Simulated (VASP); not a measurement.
# WC (P1) in VASP: further runs, part 2 of 2

VASP 6.6.1.

**4. Single point, PBE**

This run uses another cell than the first one, of 10.87 Å³/atom, 1.018 times its volume.

The input, INCAR:

```
  PREC = Accurate
  ENCUT = 520
  EDIFF = 1E-6
  ISMEAR = -1
  SIGMA = 0.3
  LREAL = Auto
  LASPH = T
  NELM = 100
  ALGO = Normal
  ISIF = 2
  LWAVE = F
  LCHARG = F
  GGA = PE
  NBANDS = 86
```

The input, KPOINTS:

```
Automatic mesh
0
Gamma
  2 2 2
```

The input, POSCAR:

```
WC
1.0
   -2.9468910000     -5.1041660000      0.0000000000
    4.4203370000     -2.5520830000      0.0000000000
    0.0000000000      0.0000000000      5.7836180000
W C
8 8
Direct
    0.7497114780      0.4904417937      0.0005878673
    0.7542531008      0.5237161046      0.4810137876
    0.4613872023     -0.0404363301      0.0377791203
    0.4532890790     -0.0393649834      0.5192597436
    0.2330637866      0.4479100972      0.0478766060
    0.2414080393      0.4561424114      0.4994797374
   -0.0234578653     -0.0576263240     -0.0119821192
   -0.0359576878     -0.0115066762      0.4995834787
    0.4410514719      0.6444148066      0.2531287509
    0.4895640473      0.6211725226      0.7735988096
    0.1946628729      0.0909094189      0.2492557427
    0.2015424351      0.1056760125      0.7425628733
   -0.0282185133      0.6819260878      0.2596298718
   -0.0096940248      0.6310452723      0.7282119946
    0.7366630327      0.1467231257      0.2518319848
    0.7182338181      0.1374231816      0.7707113437
```

Started as:

```bash
cat potpaw_PBE.64/W_sv/POTCAR potpaw_PBE.64/C/POTCAR > POTCAR
mpirun -np 1 vasp_std > vasp.out
```

Wall time 4.2 min (1 thread of Intel Xeon Platinum 8259CL at 2.50GHz (Skylake/Cascade Lake), shared host); peak memory 0.33 GiB.

The run converged. Its results:

| Quantity | Value |
| --- | --- |
| Free energy | -173.4847 eV |
| Pressure | 3.8 GPa |
| Largest force | 7.912 eV/Å |
| Band gap on the k mesh | zero (band 72 reaches 10.98 eV, above the bottom of band 73 at 10.47 eV) |

Forces in eV/Å, atoms in the order of the input:
```
W   -1.544  3.749 -0.342
W   -2.747  6.676  3.239
W    0.282 -2.068 -4.641
W   -0.517 -2.187 -0.034
W    1.093  0.608 -6.205
W    1.113  0.537  3.240
W    4.091 -0.824  0.772
W    0.225  0.977  1.192
C   -1.645 -2.898  1.896
C    1.132  0.416 -0.835
C    1.082 -3.427  0.726
C   -0.093 -2.685  1.385
C   -3.278  0.504 -1.254
C   -0.127 -0.295  1.708
C    1.084  0.814 -0.271
C   -0.151  0.102 -0.576
```

Stress tensor (GPa, compression positive):
```
 0.55 -3.66 -1.76
-3.66  9.42  1.92
-1.76  1.92  1.45
```

Levels at points of the mesh, in eV from the Fermi level:
```tsv
k point	band 68	band 69	band 70	band 71	band 72	band 73	band 74	band 75	band 76	band 77
(0.00, 0.00, 0.00)	-1.05	-0.74	-0.54	-0.34	-0.06	0.08	0.67	0.97	1.26	1.64
(0.50, 0.00, 0.00)	-1.63	-1.06	-0.73	-0.13	0.14	0.42	0.42	0.59	0.81	1.39
(0.00, 0.50, 0.00)	-1.74	-0.94	-0.59	-0.45	-0.05	0.82	1.16	1.53	1.72	1.90
(0.50, 0.50, 0.00)	-1.83	-1.60	-1.35	-1.17	-0.96	0.96	1.16	1.21	1.58	1.87
(0.00, 0.00, 0.50)	-1.21	-1.17	-1.13	-0.48	-0.07	0.17	0.34	0.62	0.84	1.70
(0.50, 0.00, 0.50)	-1.34	-1.11	-1.04	-0.94	-0.81	-0.37	0.33	0.51	0.74	1.84
(0.00, 0.50, 0.50)	-1.70	-1.48	-1.22	-1.10	-0.83	0.18	0.82	0.87	0.92	1.33
(0.50, 0.50, 0.50)	-1.80	-1.60	-1.52	-1.43	-0.87	0.94	1.03	1.16	1.34	1.51
```

Caveat: the k points lie up to 0.62 Å⁻¹ apart; spin-orbit coupling is left out, which moves the levels of the heavy elements; forces of over 1 eV/Å act on the atoms, so gaps and moduli don't describe the material at rest.

**5. Single point, PBE**

This run uses another cell than the first one, of 10.87 Å³/atom, 1.018 times its volume.

The input, INCAR:

```
SYSTEM = WC
PREC = Accurate ; ENCUT = 520
EDIFF = 1E-7 ; ISMEAR = -1
SIGMA = 0.3 ; LREAL = Auto
LASPH = .TRUE. ; NELM = 80
ALGO = Normal ; ISIF = 2
LWAVE = .FALSE. ; LCHARG = .FALSE.
GGA = PE ; NBANDS = 86
```

The input, KPOINTS:

```
Automatic mesh
0
G
  2 2 2
  0 0 0
```

The input, POSCAR:

```
WC
1.0
   -2.9468910000     -5.1041660000      0.0000000000
    4.4203370000     -2.5520830000      0.0000000000
    0.0000000000      0.0000000000      5.7836180000
W C
8 8
Direct
    0.7310772457      0.4764580066     -0.0231343080
    0.7397508109      0.4855206757      0.4672507762
    0.4480282559     -0.0373070119     -0.0052216450
    0.4911267234     -0.0214696479      0.5216457933
    0.2392573584      0.4659294882     -0.0160107393
    0.2422553119      0.4705523580      0.5298067749
   -0.0149951500     -0.0342709329     -0.0055674493
   -0.0163589498     -0.0429849674      0.4627899007
    0.4647258406      0.6246121952      0.2184791596
    0.4993947666      0.6095829217      0.7645906075
    0.2407386802      0.1347251691      0.3029418610
    0.2261418053      0.1297899348      0.7615129492
    0.0304853331      0.6310914651      0.2492903231
   -0.0832361856      0.6527810060      0.7075674777
    0.7407966391      0.1226257068      0.2164907848
    0.7592706201      0.1355977513      0.7373239381
```

Started as:

```bash
cat potpaw_PBE.64/W_sv/POTCAR potpaw_PBE.64/C/POTCAR > POTCAR
mpirun -np 1 vasp_std > vasp.out
```

Wall time 4.6 min (1 thread of Intel Xeon Platinum 8259CL at 2.50GHz (Skylake/Cascade Lake), shared host); peak memory 0.32 GiB.

Results (log left out):

| Item | Value |
| --- | --- |
| Free energy | -173.5133 eV |
| Pressure | 3.5 GPa |
| Largest force | 5.914 eV/Å |
| Band gap on the k mesh | zero (band 72 reaches 10.94 eV, above the bottom of band 73 at 10.62 eV) |

Forces on the atoms (eV/Å):
```
W   -2.655 -0.408  2.446
W   -1.658  3.591 -0.076
W   -2.226 -4.374  1.903
W   -0.742  0.792 -2.861
W    0.235  1.364  2.855
W    0.042  0.711 -4.544
W    0.144  1.029 -2.023
W    2.290  0.053  4.733
C   -0.661 -2.066  2.203
C    3.410  0.958 -2.649
C   -0.032 -1.248 -3.645
C    0.078  0.074 -1.631
C    1.280  2.379 -0.872
C   -2.017 -4.742  2.901
C    1.192  0.431  1.410
C    1.321  1.456 -0.148
```

Stress tensor (GPa, compression positive):
```
 0.87  0.97 -2.37
 0.97  6.75 -1.35
-2.37 -1.35  2.87
```

Levels at points of the mesh, in eV from the Fermi level:
| k point | band 69 | band 70 | band 71 | band 72 | band 73 | band 74 | band 75 | band 76 |
| --- | --- | --- | --- | --- | --- | --- | --- | --- |
| (0.00, 0.00, 0.00) | -0.82 | -0.57 | -0.37 | -0.30 | -0.17 | 0.92 | 1.08 | 1.32 |
| (0.50, 0.00, 0.00) | -1.00 | -0.76 | -0.12 | 0.14 | 0.31 | 0.58 | 0.63 | 1.00 |
| (0.00, 0.50, 0.00) | -0.91 | -0.57 | -0.25 | -0.24 | 0.90 | 1.24 | 1.60 | 1.70 |
| (0.50, 0.50, 0.00) | -1.51 | -1.30 | -1.24 | -1.09 | 1.00 | 1.30 | 1.34 | 1.58 |
| (0.00, 0.00, 0.50) | -1.11 | -0.87 | -0.22 | 0.00 | 0.12 | 0.26 | 0.44 | 0.75 |
| (0.50, 0.00, 0.50) | -1.22 | -1.10 | -0.86 | -0.79 | 0.00 | 0.21 | 0.30 | 0.62 |
| (0.00, 0.50, 0.50) | -1.43 | -1.08 | -1.01 | -0.99 | 0.47 | 0.81 | 0.91 | 1.02 |
| (0.50, 0.50, 0.50) | -1.56 | -1.47 | -1.14 | -1.02 | 0.86 | 0.98 | 1.24 | 1.35 |

Caveat: the k points lie up to 0.62 Å⁻¹ apart; spin-orbit coupling is left out, which moves the levels of the heavy elements; forces of over 1 eV/Å act on the atoms, so gaps and moduli don't describe the material at rest.

**6. Single point, PBE**

This run uses another cell than the first one, of 10.88 Å³/atom, 1.018 times its volume.

The input, INCAR:

```
SYSTEM = WC
  PREC = Accurate
  ENCUT = 520
  EDIFF = 1E-6
  ISMEAR = -1
  SIGMA = 0.002
  LREAL = Auto
  LASPH = .True.
  NELM = 60
  ALGO = Normal
  ISIF = 2
  LWAVE = .False.
  LCHARG = .False.
  GGA = PE
  NBANDS = 86
```

The input, KPOINTS:

```
regular mesh
0
Gamma
  2 2 2
  0 0 0
```

The input, POSCAR:

```
WC
1.0
   -2.8930640000     -5.1732700000     -0.0089400000
    4.3934530000     -2.6177290000      0.0051890000
    0.0094780000      0.0046580000      5.7467270000
W C
8 8
Direct
    0.7402554825      0.4260110750      0.0049432159
    0.7400105492      0.4445328982      0.5025832988
    0.4908902775     -0.0440169044     -0.0249851850
    0.4819224657     -0.0265942836      0.4719636733
    0.2413782617      0.4642154510      0.0225779139
    0.2127986045      0.4819271385      0.4764454096
   -0.0037077807     -0.0316713975     -0.0189966923
   -0.0205673837      0.0088606811      0.4925360383
    0.5127704047      0.6469202688      0.2493988836
    0.5058090360      0.5617395752      0.7661416779
    0.2647204231      0.1305935246      0.2423099185
    0.2410453509      0.1440512552      0.7255969291
   -0.0227016086      0.6360393556      0.2441209822
   -0.0404672288      0.6240582063      0.7443889339
    0.7129458028      0.1194563986      0.2502387666
    0.7387828986      0.0891462904      0.7265426284
```

Potentials or basis: VASP PAW PBE potentials, release 64 (W_sv, C).

Started as:

```bash
cat potpaw_PBE.64/W_sv/POTCAR potpaw_PBE.64/C/POTCAR > POTCAR
mpirun -np 1 vasp_std > vasp.out
```

OUTCAR:

```text
SYSTEM = WC
   PREC = Accurate
   ENCUT = 520
   EDIFF = 1E-6
   ISMEAR = -1
   LREAL = Auto
   LASPH = .True.
   NELM = 60
   ISIF = 2
   GGA = PE

 ion  position               nearest neighbor table
   1  0.740  0.426  0.005-  10 2.06  15 2.12   9 2.24  14 2.24  13 2.26  16 2.35   7 2.76   3 2.86
                             2 2.86   2 2.89   5 2.96   5 2.98   3 3.06   7 3.20
   2  0.740  0.445  0.503-  14 2.13  10 2.13   9 2.22  15 2.22  16 2.23  13 2.29   8 2.61   6 2.82
                             1 2.86   1 2.89   4 2.89   4 3.08   6 3.13   8 3.25
   3  0.491  0.956  0.975-  16 2.17  11 2.22   9 2.23  15 2.23  12 2.25  10 2.35   4 2.86   1 2.86
                             4 2.89   7 2.93   5 2.96   5 2.97   7 3.00   1 3.06
   4  0.482  0.973  0.472-  11 1.99  15 2.03   9 2.11  16 2.20  12 2.21  10 2.70   3 2.86   3 2.89
                             2 2.89   8 2.96   8 2.98   6 3.01   6 3.01   2 3.08
   5  0.241  0.464  0.023-  11 2.12  13 2.19  10 2.22   9 2.29  12 2.37  14 2.43   6 2.62   7 2.93
                             1 2.96   3 2.96   7 2.97   3 2.97   1 2.98   6 3.14
   6  0.213  0.482  0.476-  13 2.07  12 2.24  14 2.26  11 2.26   9 2.38  10 2.45   5 2.62   2 2.82
                             8 2.82   8 3.00   4 3.01   4 3.01   2 3.13   5 3.14
   7  0.996  0.968  0.981-  16 2.19  14 2.24  12 2.27  13 2.28  11 2.35  15 2.40   1 2.76   8 2.82
                             3 2.93   5 2.93   8 2.95   5 2.97   3 3.00   1 3.20
   8  0.979  0.009  0.493-  16 2.00  15 2.17  12 2.17  11 2.32  13 2.38  14 2.45   2 2.61   7 2.82
                             6 2.82   7 2.95   4 2.96   4 2.98   6 3.00   2 3.25
   9  0.513  0.647  0.249-   4 2.11   2 2.22   3 2.23   1 2.24   5 2.29   6 2.38
  10  0.506  0.562  0.766-   1 2.06   2 2.13   5 2.22   3 2.35   6 2.45   4 2.70
  11  0.265  0.131  0.242-   4 1.99   5 2.12   3 2.22   6 2.26   8 2.32   7 2.35
  12  0.241  0.144  0.726-   8 2.17   4 2.21   6 2.24   3 2.25   7 2.27   5 2.37
  13  0.977  0.636  0.244-   6 2.07   5 2.19   1 2.26   7 2.28   2 2.29   8 2.38
  14  0.960  0.624  0.744-   2 2.13   7 2.24   1 2.24   6 2.26   5 2.43   8 2.45
  15  0.713  0.119  0.250-   4 2.03   1 2.12   8 2.17   2 2.22   3 2.23   7 2.40
  16  0.739  0.089  0.727-   8 2.00   3 2.17   7 2.19   4 2.20   2 2.23   1 2.35

  LATTYP: Found a triclinic cell.
 ALAT       =     7.7216785366
 B/A-ratio  =     0.6623161171
 C/A-ratio  =     0.7442341295
 COS(alpha) =     0.0020165942
 COS(beta)  =     0.0036543734
 COS(gamma) =     0.6412568947

  Lattice vectors:

 A1 = (  -7.2865170000,  -2.5555410000,  -0.0141290000)
[... 173 lines left out ...]
  volume of cell :      174.14
 maximum number of plane-waves:      4726
 NGX is ok and might be reduce to    48

 number of electron     144.0000007 magnetization

 Free energy of the ion-electron system (eV)
  ---------------------------------------------------
  ext. energy  EPLUGINS =         0.00000000
  ---------------------------------------------------
  free energy    TOTEN  =      -173.98895690 eV

  energy without entropy =     -173.98895690  energy(sigma->0) =     -173.98895690

 E-fermi :  10.8307     XC(G=0): -13.5081

 val. band max:       10.7311993971   @ k =   0.0000   0.0000   0.5000
 cond. band min:      10.8819695349   @ k =   0.0000   0.0000   0.0000
 fundamental gap:      0.1507701378
 Fermi energy:        10.8306524889

 k-point     1 :       0.0000    0.0000    0.0000
  band No.  band energies     occupation
      1     -63.6887      2.00000
      2     -63.6447      2.00000
      3     -63.6233      2.00000
      4     -63.5559      2.00000
      5     -63.5087      2.00000
      6     -63.4886      2.00000
[... 685 lines left out ...]
     83      14.0973      0.00000
     84      14.3584      0.00000
 [bands above 84 left out]

------------------------ aborting loop because EDIFF is reached ----------------------------------------

  FORCE on cell =-STRESS in cart. coord.  units (eV):
  Direction    XX          YY          ZZ          XY          YZ          ZX
  --------------------------------------------------------------------------------------
  -------------------------------------------------------------------------------------
  Total        7.7797766     -8.4871624     -0.6489157      4.2222088      1.1696845     -3.4064736
  in kB       71.5798076    -78.0882902     -5.9705136     38.8475029     10.7619791    -31.3421244
  external PRESSURE =      -4.1596654 kB  Pullay stress =       0.0000000 kB

 VOLUME and BASIS-vectors are now :
 -----------------------------------------------------------------------------
  energy-cutoff  :      520.00
  volume of cell :      174.14
      direct lattice vectors                 reciprocal lattice vectors
    -2.893064000 -5.173270000 -0.008940000    -0.086389064 -0.144990158  0.000260002
     4.393453000 -2.617729000  0.005189000     0.170725314 -0.095474900 -0.000204188
     0.009478000  0.004658000  5.746727000    -0.000288549 -0.000139348  0.174012683

 POSITION                                       TOTAL-FORCE (eV/Angst)
 -----------------------------------------------------------------------------------
     -0.26990     -4.94470      0.02400         3.097160     -2.268476     -0.655364
     -0.18310     -4.98960      2.88390         3.713431     -0.031794     -1.107476
      2.78913     -5.03747      5.60372        -0.946288      0.458031      0.699004
      2.88685     -5.03903      2.71299        -2.128826      0.826916      3.375867
      1.34140     -2.46380      0.13000         0.138069      0.026304     -5.686599
      1.50620     -2.36020      2.73860        -2.499327     -2.439644      4.449415
[... 8 lines left out ...]
     -1.53540     -3.99980      1.43230        -0.453588     -2.162345     -1.676528
     -1.73880     -4.05190      4.16910         2.337975      0.355794      2.230505
 -----------------------------------------------------------------------------------
    total drift:                               -0.003196      0.006465     -0.011088

  FREE ENERGIE OF THE ION-ELECTRON SYSTEM (eV)
  ---------------------------------------------------
  free  energy   TOTEN  =      -173.9889568962 eV

  energy  without entropy=     -173.9889568962  energy(sigma->0) =     -173.98895690
```

OSZICAR:

```text
N       E                     dE             d eps       ncg     rms          rms(c)
DAV:   1     0.191829255667E+04    0.19183E+04   -0.78252E+04  1376   0.191E+03
DAV:   2    -0.634198471378E+01   -0.19246E+04   -0.18652E+04  1392   0.612E+02
DAV:   3    -0.189815101888E+03   -0.18347E+03   -0.17352E+03  1634   0.166E+02
DAV:   4    -0.198253917900E+03   -0.84388E+01   -0.82540E+01  1648   0.316E+01
DAV:   5    -0.198488096479E+03   -0.23418E+00   -0.23303E+00  1672   0.521E+00    0.863E+01
DAV:   6    -0.174958753930E+03    0.23529E+02   -0.15771E+02  1722   0.399E+01    0.259E+01
DAV:   7    -0.174324229640E+03    0.63452E+00   -0.12318E+01  1664   0.143E+01    0.144E+01
DAV:   8    -0.174118201358E+03    0.20603E+00   -0.26003E+00  1672   0.957E+00    0.478E+00
DAV:   9    -0.173989744481E+03    0.12846E+00   -0.60617E-01  1688   0.431E+00    0.868E-01
DAV:  10    -0.173989102210E+03    0.64227E-03   -0.76219E-02  1728   0.137E+00    0.419E-01
DAV:  11    -0.173989035492E+03    0.66718E-04   -0.96120E-03  1744   0.516E-01    0.228E-01
DAV:  12    -0.173988954338E+03    0.81154E-04   -0.19383E-03  1736   0.296E-01    0.933E-02
DAV:  13    -0.173988959308E+03   -0.49696E-05   -0.52348E-04  1728   0.148E-01    0.336E-02
DAV:  14    -0.173988961689E+03   -0.23819E-05   -0.76878E-05  1744   0.528E-02    0.175E-02
DAV:  15    -0.173988959169E+03    0.25204E-05   -0.17797E-05  1728   0.285E-02    0.984E-03
DAV:  16    -0.173988957188E+03    0.19807E-05   -0.48011E-06  1360   0.124E-02    0.533E-03
DAV:  17    -0.173988956896E+03    0.29225E-06   -0.65445E-07   832   0.524E-03
   1 F= -.17398896E+03 E0= -.17398896E+03  d E =-.958189E-13
```

Wall time 4 min (1 thread of Intel Xeon Platinum 8259CL at 2.50GHz (Skylake/Cascade Lake), shared host); peak memory 0.33 GiB.

Results:

```yaml
Free_energy: -173.9890 eV
Pressure: -0.4 GPa
Largest_force: 6.817 eV/Å
Band_gap_on_the_k_mesh: zero (band 72 reaches 10.96 eV, above the bottom of band 73 at 10.58 eV)
```

Forces on the atoms (eV/Å):
```
W    3.097 -2.268 -0.655
W    3.713 -0.032 -1.107
W   -0.946  0.458  0.699
W   -2.129  0.827  3.376
W    0.138  0.026 -5.687
W   -2.499 -2.440  4.449
W   -0.805  1.320  0.932
W   -6.529  1.180 -1.564
C   -0.623  2.262 -0.345
C    3.341  0.483 -0.784
C    2.231  1.602 -1.207
C   -0.425  0.426  1.403
C    0.590 -0.091 -0.499
C   -1.038 -1.946  0.434
C   -0.454 -2.162 -1.677
C    2.338  0.356  2.231
```

Levels at points of the mesh, in eV from the Fermi level:
| k point | band 69 | band 70 | band 71 | band 72 | band 73 | band 74 | band 75 | band 76 |
| --- | --- | --- | --- | --- | --- | --- | --- | --- |
| (0.00, 0.00, 0.00) | -0.66 | -0.56 | -0.32 | -0.26 | 0.05 | 0.81 | 1.01 | 1.53 |
| (0.50, 0.00, 0.00) | -0.93 | -0.85 | -0.37 | 0.13 | 0.28 | 0.54 | 0.65 | 0.79 |
| (0.00, 0.50, 0.00) | -0.98 | -0.74 | -0.49 | -0.12 | 0.63 | 1.36 | 1.62 | 1.74 |
| (0.50, 0.50, 0.00) | -1.67 | -1.36 | -1.27 | -0.89 | 0.93 | 1.31 | 1.41 | 1.69 |
| (0.00, 0.00, 0.50) | -1.05 | -0.84 | -0.41 | -0.10 | 0.12 | 0.43 | 0.84 | 0.88 |
| (0.50, 0.00, 0.50) | -1.15 | -1.08 | -0.87 | -0.71 | -0.25 | 0.34 | 0.47 | 0.60 |
| (0.00, 0.50, 0.50) | -1.54 | -1.27 | -1.09 | -0.76 | 0.29 | 0.39 | 0.84 | 1.12 |
| (0.50, 0.50, 0.50) | -1.44 | -1.39 | -1.28 | -0.83 | 0.76 | 1.09 | 1.17 | 1.39 |

Caveat: the k points lie up to 0.61 Å⁻¹ apart; spin-orbit coupling is left out, which moves the levels of the heavy elements; forces of over 1 eV/Å act on the atoms, so gaps and moduli don't describe the material at rest.

**7. Summary**

```csv
cell,smearing,gap on the mesh (eV),pressure (GPa),largest force (eV/Å)
"a = 5.988, b = 4.990, c = 5.727 Å, angles 88.3, 91.0, 91.4°, 16 atoms",fermi-dirac 0.002 eV,none,5.7,6.03
"a = 5.894, b = 5.104, c = 5.784 Å, 16 atoms",fermi-dirac 0.3 eV,none,3.5,5.91
"a = 5.927, b = 5.114, c = 5.747 Å, angles 89.9, 90.2, 88.4°, 16 atoms",fermi-dirac 0.002 eV,none,-0.4,6.82
```

Some of these runs hold the atoms at other places in the same cell, which the table doesn't show; runs alike in all that it shows share one row.

Alike in all rows: task single point; level PBE; potentials or basis VASP PAW PBE potentials, release 64 (W_sv, C); no spin polarisation; k mesh 2 × 2 × 2; cutoff (eV) 520.

Caveats: all runs use coarse meshes; spin-orbit coupling is left out, which moves the levels of the heavy elements; forces of over 1 eV/Å act on the atoms, so gaps and moduli don't describe the material at rest.

Total energies depend on the potentials used, so only differences within one code and one set of settings carry meaning.
